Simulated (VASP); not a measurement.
# CdS (Hawleyite) (F-43m) in VASP: single point with PBE

Aim: the single point of CdS (Hawleyite) with PBE.

All numbers are computed with VASP 6.6.1; they aren't measurements. Logs are shortened: lines on timing, memory, paths and dates and some standing lists are left out, and cuts for length are marked.

## Step 1: The cell of the first run

Symmetry: F-43m, No. 216, cubic system. The conventional cell has a = 5.833 Å, b = 5.833 Å, c = 5.833 Å, α = 90.00°, β = 90.00°, γ = 90.00°. Cd (site symmetry -43m) has 4 S at 2.53 Å within 3.3 Å. S (site symmetry -43m) has 4 Cd at 2.53 Å within 3.3 Å.

## Step 2: Single point, PBE

Input file INCAR:

```
SYSTEM = CdS
ALGO = Normal
EDIFF = 1E-6
ENCUT = 500
GGA = PE
GGA_COMPAT = .FALSE.
ISIF = 2
ISMEAR = -1
LASPH = .TRUE.
LCHARG = .TRUE.
LELF = .TRUE.
LREAL = .FALSE.
LVHAR = .TRUE.
LWAVE = .FALSE.
NBANDS = 16
NELM = 120
PREC = Accurate
SIGMA = 0.02
```

Input file KPOINTS:

```
k-points
0
G
  6 6 6
  0 0 0
```

Input file POSCAR:

```
CdS
1.0
    0.0000000000      2.9165000000      2.9165000000
    2.9165000000      0.0000000000      2.9165000000
    2.9165000000      2.9165000000      0.0000000000
Cd S
1 1
Direct
    0.0000000000      0.0000000000      0.0000000000
    0.2500000000      0.2500000000      0.2500000000
```

Potentials or basis: VASP PAW PBE potentials, release 64 (Cd, S).

Launch:

```bash
cat potpaw_PBE.64/Cd/POTCAR potpaw_PBE.64/S/POTCAR > POTCAR
mpirun -np 1 vasp_std > vasp.out
```

OUTCAR:

```text
SYSTEM = CdS
   EDIFF = 1E-6
   ENCUT = 500
   GGA = PE
   ISIF = 2
   ISMEAR = -1
   LASPH = .TRUE.
   LREAL = .FALSE.
   NELM = 120
   PREC = Accurate

 ion  position               nearest neighbor table
   1  0.000  0.000  0.000-   2 2.53   2 2.53   2 2.53   2 2.53
   2  0.250  0.250  0.250-   1 2.53   1 2.53   1 2.53   1 2.53

  LATTYP: Found a face centered cubic cell.
 ALAT       =     5.8330000000

  Lattice vectors:

 A1 = (   0.0000000000,   2.9165000000,   2.9165000000)
 A2 = (   2.9165000000,   0.0000000000,   2.9165000000)
 A3 = (   2.9165000000,   2.9165000000,   0.0000000000)

Analysis of symmetry for initial positions (statically):
=====================================================================
 Subroutine PRICEL returns:
 Original cell was already a primitive cell.

 Routine SETGRP: Setting up the symmetry group for a
 face centered cubic supercell.

 Subroutine GETGRP returns: Found 24 space group operations
 (whereof 24 operations were pure point group operations)
 out of a pool of 48 trial point group operations.

The static configuration has the point symmetry T_d .

Analysis of symmetry for dynamics (positions and initial velocities):
=====================================================================
 Subroutine PRICEL returns:
 Original cell was already a primitive cell.

 Routine SETGRP: Setting up the symmetry group for a
 face centered cubic supercell.

 Subroutine GETGRP returns: Found 24 space group operations
 (whereof 24 operations were pure point group operations)
 out of a pool of 48 trial point group operations.

The dynamic configuration has the point symmetry T_d .

 Subroutine INISYM returns: Found 24 space group operations
 (whereof 24 operations are pure point group operations),
 and found     1 'primitive' translations

----------------------------------------------------------------------------------------

                                     Primitive cell

  volume of cell :      49.6153

  direct lattice vectors                    reciprocal lattice vectors
     0.000000000  2.916500000  2.916500000    -0.171438368  0.171438368  0.171438368
     2.916500000  0.000000000  2.916500000     0.171438368 -0.171438368  0.171438368
     2.916500000  2.916500000  0.000000000     0.171438368  0.171438368 -0.171438368

  length of vectors
     4.124553855  4.124553855  4.124553855     0.296939964  0.296939964  0.296939964

  position of ions in fractional coordinates (direct lattice)
[... 68 lines left out ...]
   ENCUT  =  500.0 eV  36.75 Ry    6.06 a.u.   7.52  7.52  7.52*2*pi/ulx,y,z
   NELM   =    120;   NELMIN=  2; NELMDL= -5     # of ELM steps
   EDIFF  = 0.1E-05   stopping-criterion for ELM
   LREAL  =      F    real-space projection
   EDIFFG = 0.1E-04   stopping-criterion for IOM
   NSW    =      0    number of steps for IOM
   IBRION =     -1    ionic relax: 0-MD 1-quasi-New 2-CG
   NFREE  =      0    steps in history (QN), initial steepest desc. (CG)
   ISIF   =      2    stress and relaxation
   ISYM   =      2    0-nonsym 1-usesym 2-fastsym
   POTIM  = 0.5000    time-step for ionic-motion
   TEBEG  =    0.0;   TEEND  =   0.0 temperature during run
   PSTRESS=    0.0 pullay stress
   NELECT =      18.0000    total number of electrons
   NUPDOWN=      -1.0000    fix difference up-down
   EMIN   =  10.00;   EMAX   =-10.00  energy-range for DOS
   EFERMI =   0.00;   METHOD = LEGACY
   ISMEAR =    -1;   SIGMA  =   0.02  broadening in eV -4-tet -1-fermi 0-gaus
   EFERMI_NEDOS =   21; number of points for ismear=-14 and -15
   IALGO  =     38    algorithm
   IMIX   =      4    mixing-type and parameters
     AMIX     =   0.40;   BMIX     =  1.00
     AMIX_MAG =   1.60;   BMIX_MAG =  1.00
  volume/ion in A,a.u.               =      24.81       167.41
  Fermi-wavevector in a.u.,A,eV,Ry     =   1.167599  2.206442 18.548649  1.363287
  Thomas-Fermi vector in A             =   2.304097
   LORBIT       =      0    0 simple, 1 ext, 2 COOP (PROOUT), +10 PAW based schemes
   GGA     = PE    functional components
   LHFCALC =     F    Hartree Fock is set to
   AEXX    =    0.0000 exact exchange contribution
   IVDW    =     0    specifies the selected vdW correction
   LEPSILON=     F    determine dielectric tensor
   LRPA    =     F    only Hartree local field effects (RPA)
 non-spin polarized calculation
  energy-cutoff  :      500.00
  volume of cell :       49.62
 maximum number of plane-waves:      1278
   NGX = 15   NGY = 15   NGZ = 15

 number of electron      18.0000003 magnetization

 Free energy of the ion-electron system (eV)
  ---------------------------------------------------
  ext. energy  EPLUGINS =         0.00000000
  ---------------------------------------------------
  free energy    TOTEN  =        -6.11898733 eV

  energy without entropy =       -6.11898733  energy(sigma->0) =       -6.11898733

 E-fermi :   1.7438     XC(G=0):  -9.1488

 val. band max:        1.3167332251   @ k =   0.0000   0.0000   0.0000
 cond. band min:       2.4652569838   @ k =   0.0000   0.0000   0.0000
 fundamental gap:      1.1485237587
 Fermi energy:         1.7438226653

 k-point     1 :       0.0000    0.0000    0.0000
  band No.  band energies     occupation
      1     -11.0530      2.00000
      2      -6.4136      2.00000
      3      -6.4136      2.00000
      4      -6.4136      2.00000
      5      -5.9339      2.00000
      6      -5.9339      2.00000
[... 281 lines left out ...]
      3      -6.1407      2.00000
      4      -6.0117      2.00000
      5      -5.8918      2.00000
      6      -5.3468      2.00000
[... 8 lines left out ...]
     15      14.5185      0.00000
     16      14.6368      0.00000

------------------------ aborting loop because EDIFF is reached ----------------------------------------

  FORCE on cell =-STRESS in cart. coord.  units (eV):
  Direction    XX          YY          ZZ          XY          YZ          ZX
  --------------------------------------------------------------------------------------
  -------------------------------------------------------------------------------------
  Total        0.9929766      0.9929766      0.9929766     -0.0000000     -0.0000000     -0.0000000
  in kB       32.0651773     32.0651773     32.0651773     -0.0000000     -0.0000000     -0.0000000
  external PRESSURE =      32.0651773 kB  Pullay stress =       0.0000000 kB

 VOLUME and BASIS-vectors are now :
 -----------------------------------------------------------------------------
  energy-cutoff  :      500.00
  volume of cell :       49.62
      direct lattice vectors                 reciprocal lattice vectors
     0.000000000  2.916500000  2.916500000    -0.171438368  0.171438368  0.171438368
     2.916500000  0.000000000  2.916500000     0.171438368 -0.171438368  0.171438368
     2.916500000  2.916500000  0.000000000     0.171438368  0.171438368 -0.171438368

 POSITION                                       TOTAL-FORCE (eV/Angst)
 -----------------------------------------------------------------------------------
      0.00000      0.00000      0.00000        -0.000000     -0.000000     -0.000000
      1.45825      1.45825      1.45825         0.000000      0.000000      0.000000
 -----------------------------------------------------------------------------------
    total drift:                               -0.000000     -0.000000     -0.000000

  FREE ENERGIE OF THE ION-ELECTRON SYSTEM (eV)
  ---------------------------------------------------
  free  energy   TOTEN  =        -6.1189873289 eV

  energy  without entropy=       -6.1189873289  energy(sigma->0) =       -6.11898733
```

stdout:

```text
POSCAR found type information on POSCAR CdS
 POSCAR found :  2 types and       2 ions
 scaLAPACK will be used
 LDA part: xc-table for (Slater+PW92), standard interpolation
 POSCAR, INCAR and KPOINTS ok, starting setup
 FFT: planning ... GRIDC
 FFT: planning ... GRID_SOFT
 FFT: planning ... GRID
 WAVECAR not read
 entering main loop
```

Wall time 15 s (1 thread of Intel Xeon Platinum 8259CL at 2.50GHz (Skylake/Cascade Lake), shared host); peak memory 0.17 GiB.

Results:

```
Free energy            : -6.1190 eV
Pressure               : 3.2 GPa
Band gap on the k mesh : 1.15 eV, direct
```

Levels at points of the mesh, in eV from the valence-band top:
```tsv
k point	band 5	band 6	band 7	band 8	band 9	band 10	band 11	band 12	band 13	band 14
(0.00, 0.00, 0.00)	-7.25	-7.25	0.00	0.00	0.00	1.15	6.55	6.55	6.55	11.44
(0.50, 0.00, 0.00)	-7.21	-6.87	-4.40	-0.75	-0.75	3.01	7.01	7.01	7.48	11.09
(0.50, 0.50, 0.00)	-7.16	-6.81	-3.95	-1.88	-1.88	3.55	4.35	9.23	10.78	10.78
```
